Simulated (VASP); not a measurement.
# LaTlCl4 (P-1) in VASP: single point with PBE

Aim: the single point of LaTlCl4 with PBE.

Everything below comes from runs of VASP 6.6.1. Logs are shortened: lines on timing, memory, paths and dates and some standing lists are left out, and cuts for length are marked.

### Step 1. The cell of the first run

The typed cell holds 6 atoms: a = 5.085 Å, b = 5.059 Å, c = 8.938 Å, α = 74.57°, β = 74.19°, γ = 60.15°.

The cell was generated, and may not be a known phase.

### Step 2. Single point, PBE

Contents of INCAR:

```
SYSTEM = LaTlCl4
PREC = Accurate
ENCUT = 520
EDIFF = 1E-6
ISMEAR = 0
SIGMA = 0.15
LREAL = .FALSE.
LASPH = .TRUE.
NELM = 80
ALGO = Normal
ISIF = 2
LWAVE = .FALSE.
LCHARG = .FALSE.
GGA = PE
NBANDS = 35
```

Contents of KPOINTS:

```
regular mesh
0
G
  3 3 2
  0 0 0
```

Contents of POSCAR:

```
LaTlCl4
1.0
    5.0717934416      0.2181162430      0.2936043557
    2.3007001331      4.4722812674      0.5484690768
    1.9098907883      0.6400492228      8.7076109193
La Tl Cl
1 1 4
Direct
    0.5000000000      0.0000000000      0.0000000000
    0.0000000000      0.5000000000      0.5000000000
    0.3937015660      0.8919087067      0.3259000365
    0.6062984340      0.1080912933      0.6740999635
    0.1401123856      0.6412810041      0.0810530580
    0.8598876144      0.3587189959      0.9189469420
```

Potentials or basis: VASP PAW PBE potentials, release 64 (La, Tl_d, Cl).

The run is started by

```console
> cat potpaw_PBE.64/La/POTCAR potpaw_PBE.64/Tl_d/POTCAR potpaw_PBE.64/Cl/POTCAR > POTCAR
> mpirun -np 1 vasp_std > vasp.out
```

OUTCAR:

```text
SYSTEM = LaTlCl4
   PREC = Accurate
   ENCUT = 520
   EDIFF = 1E-6
   ISMEAR = 0
   LREAL = .FALSE.
   LASPH = .TRUE.
   NELM = 80
   ISIF = 2
   GGA = PE

 ion  position               nearest neighbor table
   1  0.500  0.000  0.000-   3 2.77   4 2.77   5 3.00   6 3.00   6 3.01   5 3.01   5 3.02   6 3.02

   2  0.000  0.500  0.500-   4 3.26   3 3.26   4 3.28   3 3.28   3 3.31   4 3.31
   3  0.394  0.892  0.326-   1 2.77   2 3.26   2 3.28   2 3.31
   4  0.606  0.108  0.674-   1 2.77   2 3.26   2 3.28   2 3.31
   5  0.140  0.641  0.081-   1 3.00   1 3.01   1 3.02
   6  0.860  0.359  0.919-   1 3.00   1 3.01   1 3.02

  Warning from LATTYP: Got some problem with cell dimensions!
  Tried to take original basis but could not verify dimensions!
  LATTYP: Found a triclinic cell.
 ALAT       =     5.0849647912
 B/A-ratio  =     0.9997092666
 C/A-ratio  =     1.7576428265
 COS(alpha) =     0.0077111486
 COS(beta)  =     0.2724653324
 COS(gamma) =     0.5049133247

  Lattice vectors:

 A1 = (  -5.0717934416,  -0.2181162430,  -0.2936043557)
 A2 = (  -2.7710933085,   4.2541650244,   0.2548647211)
 A3 = (  -1.9098907883,  -0.6400492228,  -8.7076109193)

Analysis of symmetry for initial positions (statically):
=====================================================================
 Subroutine PRICEL returns:
 Original cell was already a primitive cell.

 Routine SETGRP: Setting up the symmetry group for a
 triclinic supercell.

 Subroutine GETGRP returns: Found  2 space group operations
 (whereof  2 operations were pure point group operations)
 out of a pool of  2 trial point group operations.

The static configuration has the point symmetry S_2 .

Analysis of symmetry for dynamics (positions and initial velocities):
=====================================================================
 Subroutine PRICEL returns:
 Original cell was already a primitive cell.

 Routine SETGRP: Setting up the symmetry group for a
 triclinic supercell.

 Subroutine GETGRP returns: Found  2 space group operations
 (whereof  2 operations were pure point group operations)
 out of a pool of  2 trial point group operations.

The dynamic configuration has the point symmetry S_2 .

 Subroutine INISYM returns: Found  2 space group operations
 (whereof  2 operations are pure point group operations),
 and found     1 'primitive' translations

----------------------------------------------------------------------------------------

                                     Primitive cell

  volume of cell :     189.5132

  direct lattice vectors                    reciprocal lattice vectors
     5.071793442  0.218116243  0.293604356     0.203636712 -0.100183465 -0.037300878
     2.300700133  4.472281267  0.548469077    -0.009030244  0.230076109 -0.014930990
     1.909890788  0.640049223  8.707610919    -0.006297458 -0.011113878  0.117040242

  length of vectors
     5.084964791  5.059183646  8.937551888     0.229991288  0.230736853  0.117735273

  position of ions in fractional coordinates (direct lattice)
     0.500000000  1.000000000  0.000000000
     1.000000000  0.500000000  0.500000000
     0.393701566  0.891908707  0.325900037
     0.606298434  0.108091293  0.674099963
     0.140112386  0.641281004  0.081053058
     0.859887614  0.358718996  0.918946942

  ion indices of the primitive-cell ions
   primitive index   ion index
                 1           1
                 2           2
                 3           3
                 4           4
                 5           5
                 6           6

----------------------------------------------------------------------------------------

 KPOINTS: regular mesh

Automatic generation of k-mesh.
 Grid dimensions read from file:
 generate k-points for:    3    3    2

 Generating k-lattice:

  Cartesian coordinates                     Fractional coordinates (reciprocal lattice)
     0.067878904 -0.033394488 -0.012433626     0.333333333 -0.000000000  0.000000000
    -0.003010081  0.076692036 -0.004976997     0.000000000  0.333333333 -0.000000000
    -0.003148729 -0.005556939  0.058520121     0.000000000  0.000000000  0.500000000

  Length of vectors
     0.076663763  0.076912284  0.058867636

  Shift w.r.t. Gamma in fractional coordinates (k-lattice)
     0.000000000  0.000000000  0.000000000

 Subroutine IBZKPT returns following result:
 ===========================================

 Found     10 irreducible k-points:

 Following reciprocal coordinates:
            Coordinates               Weight
  0.000000  0.000000  0.000000      1.000000
  0.333333 -0.000000 -0.000000      2.000000
 -0.000000  0.333333  0.000000      2.000000
  0.333333  0.333333  0.000000      2.000000
 -0.333333  0.333333  0.000000      2.000000
  0.000000 -0.000000  0.500000      1.000000
  0.333333 -0.000000  0.500000      2.000000
 -0.000000  0.333333  0.500000      2.000000
  0.333333  0.333333  0.500000      2.000000
 -0.333333  0.333333  0.500000      2.000000
   k-points           NKPTS =     10   k-points in BZ     NKDIM =     10   number of bands    NBANDS=     35
   number of dos      NEDOS =    301   number of ions     NIONS =      6
   total plane-waves  NPLWV = 112000
   dimension x,y,z NGX =    40 NGY =   40 NGZ =   70
   dimension x,y,z NGXF=    80 NGYF=   80 NGZF=  140
   ions per type =               1   1   4
   NGX,Y,Z   is equivalent  to a cutoff of  13.08, 13.14, 13.02 a.u.
   NGXF,Y,Z  is equivalent  to a cutoff of  26.15, 26.29, 26.04 a.u.
 SYSTEM =  LaTlCl4
   PREC   = accura    normal or accurate (medium, high low for compatibility)
   ISTART =      0    job   : 0-new  1-cont  2-samecut
   ICHARG =      2    charge: 1-file 2-atom 10-const
   ISPIN  =      1    spin polarized calculation?
   LNONCOLLINEAR =      F non collinear calculations
   LSORBIT =      F    spin-orbit coupling
   LASPH  =      T    aspherical Exc in radial PAW
   ENCUT  =  520.0 eV  38.22 Ry    6.18 a.u.   9.45  9.41 16.62*2*pi/ulx,y,z
   NELM   =     80;   NELMIN=  2; NELMDL= -5     # of ELM steps
   EDIFF  = 0.1E-05   stopping-criterion for ELM
   LREAL  =      F    real-space projection
   EDIFFG = 0.1E-04   stopping-criterion for IOM
   NSW    =      0    number of steps for IOM
   IBRION =     -1    ionic relax: 0-MD 1-quasi-New 2-CG
   NFREE  =      0    steps in history (QN), initial steepest desc. (CG)
   ISIF   =      2    stress and relaxation
   ISYM   =      2    0-nonsym 1-usesym 2-fastsym
   POTIM  = 0.5000    time-step for ionic-motion
   TEBEG  =    0.0;   TEEND  =   0.0 temperature during run
   PSTRESS=    0.0 pullay stress
   NELECT =      52.0000    total number of electrons
   NUPDOWN=      -1.0000    fix difference up-down
   EMIN   =  10.00;   EMAX   =-10.00  energy-range for DOS
   EFERMI =   0.00;   METHOD = LEGACY
   ISMEAR =     0;   SIGMA  =   0.15  broadening in eV -4-tet -1-fermi 0-gaus
   EFERMI_NEDOS =   21; number of points for ismear=-14 and -15
   IALGO  =     38    algorithm
   IMIX   =      4    mixing-type and parameters
     AMIX     =   0.40;   BMIX     =  1.00
     AMIX_MAG =   1.60;   BMIX_MAG =  1.00
  volume/ion in A,a.u.               =      31.59       213.15
  Fermi-wavevector in a.u.,A,eV,Ry     =   1.063807  2.010304 15.397512  1.131685
  Thomas-Fermi vector in A             =   2.199304
   LORBIT       =      0    0 simple, 1 ext, 2 COOP (PROOUT), +10 PAW based schemes
   GGA     = PE    functional components
   LHFCALC =     F    Hartree Fock is set to
   AEXX    =    0.0000 exact exchange contribution
   IVDW    =     0    specifies the selected vdW correction
   LEPSILON=     F    determine dielectric tensor
   LRPA    =     F    only Hartree local field effects (RPA)
 non-spin polarized calculation
 Gauss-broadening in eV      SIGMA  =   0.15
  energy-cutoff  :      520.00
  volume of cell :      189.51
 maximum number of plane-waves:      5117
 NGX is ok and might be reduce to    40
   NGX = 19   NGY = 19   NGZ = 33

 number of electron      52.0000002 magnetization

 Free energy of the ion-electron system (eV)
  ---------------------------------------------------
  ext. energy  EPLUGINS =         0.00000000
  ---------------------------------------------------
  free energy    TOTEN  =       -26.11520303 eV

  energy without entropy =      -26.11520303  energy(sigma->0) =      -26.11520303

 E-fermi :   1.9045     XC(G=0):  -8.0865

 val. band max:        1.1569979475   @ k =  -0.3333   0.3333   0.0000
 cond. band min:       4.6847935143   @ k =  -0.0000   0.3333   0.0000
 fundamental gap:      3.5277955667
 Fermi energy:         1.9045022503

 k-point     1 :       0.0000    0.0000    0.0000
  band No.  band energies     occupation
      1     -30.0639      2.00000
      2     -14.1773      2.00000
      3     -13.7443      2.00000
      4     -13.7438      2.00000
      5     -12.7817      2.00000
      6     -11.9221      2.00000
[... 27 lines left out ...]
     34       5.6571      0.00000
     35       5.6644      0.00000

 k-point     2 :       0.3333   -0.0000   -0.0000
  band No.  band energies     occupation
      1     -30.0602      2.00000
      2     -14.2507      2.00000
      3     -14.1197      2.00000
      4     -13.7677      2.00000
      5     -12.2682      2.00000
      6     -11.9266      2.00000
[... 27 lines left out ...]
     34       5.5781      0.00000
     35       5.6767      0.00000

 k-point     3 :      -0.0000    0.3333    0.0000
  band No.  band energies     occupation
      1     -30.0601      2.00000
      2     -14.2545      2.00000
      3     -14.1207      2.00000
      4     -13.7682      2.00000
      5     -12.2647      2.00000
      6     -11.9268      2.00000
[... 27 lines left out ...]
     34       5.5874      0.00000
     35       5.6708      0.00000
[... 191 lines left out ...]
 k-point     9 :       0.3333    0.3333    0.5000
  band No.  band energies     occupation
      1     -30.0601      2.00000
      2     -14.2483      2.00000
      3     -14.1253      2.00000
      4     -13.7684      2.00000
      5     -12.2688      2.00000
      6     -11.9245      2.00000
[... 27 lines left out ...]
     34       5.6338      0.00000
     35       5.6491      0.00000

 k-point    10 :      -0.3333    0.3333    0.5000
  band No.  band energies     occupation
      1     -30.0582      2.00000
      2     -14.1418      2.00000
      3     -14.1305      2.00000
      4     -14.1116      2.00000
      5     -11.9532      2.00000
      6     -11.9328      2.00000
[... 27 lines left out ...]
     34       5.6829      0.00000
     35       5.9072      0.00000

------------------------ aborting loop because EDIFF is reached ----------------------------------------

  FORCE on cell =-STRESS in cart. coord.  units (eV):
  Direction    XX          YY          ZZ          XY          YZ          ZX
  --------------------------------------------------------------------------------------
  -------------------------------------------------------------------------------------
  Total       -0.0169352     -0.0044945      0.2401763      0.0665301      0.1664148      0.1593765
  in kB       -0.1431735     -0.0379974      2.0304920      0.5624569      1.4068997      1.3473970
  external PRESSURE =       0.6164404 kB  Pullay stress =       0.0000000 kB

 VOLUME and BASIS-vectors are now :
 -----------------------------------------------------------------------------
  energy-cutoff  :      520.00
  volume of cell :      189.51
      direct lattice vectors                 reciprocal lattice vectors
     5.071793442  0.218116243  0.293604356     0.203636712 -0.100183465 -0.037300878
     2.300700133  4.472281267  0.548469077    -0.009030244  0.230076109 -0.014930990
     1.909890788  0.640049223  8.707610919    -0.006297458 -0.011113878  0.117040242

 POSITION                                       TOTAL-FORCE (eV/Angst)
 -----------------------------------------------------------------------------------
      2.53590      0.10906      0.14680         0.000000     -0.000000      0.000000
      2.10530      2.55617      4.62804         0.000000     -0.000000      0.000000
      4.67122      4.28333      3.44259         0.001004     -0.000782     -0.011272
      4.61116      1.04712      6.10710        -0.001004      0.000782      0.011272
      2.34082      2.95043      1.09864         0.001431     -0.001224     -0.002871
      6.94157      2.38002      8.45105        -0.001431      0.001224      0.002871
 -----------------------------------------------------------------------------------
    total drift:                               -0.000000      0.000000      0.000000

  FREE ENERGIE OF THE ION-ELECTRON SYSTEM (eV)
  ---------------------------------------------------
  free  energy   TOTEN  =       -26.1152030336 eV

  energy  without entropy=      -26.1152030336  energy(sigma->0) =      -26.11520303
```

It took 56 s on 1 thread of AMD EPYC 9R45 (Zen 5), shared host; peak memory 0.33 GiB.

Results:

- Free energy: -26.1152 eV
- Pressure: 0.1 GPa
- Largest force: 0.011 eV/Å
- Band gap on the k mesh: 3.53 eV

Forces in eV/Å, atoms in the order of the input:
```
La   0.000  0.000  0.000
Tl   0.000  0.000  0.000
Cl   0.001 -0.001 -0.011
Cl  -0.001  0.001  0.011
Cl   0.001 -0.001 -0.003
Cl  -0.001  0.001  0.003
```

Caveat: the k points lie up to 0.48 Å⁻¹ apart; spin-orbit coupling is left out, which moves the levels of the heavy elements. A k mesh can miss the band edges.
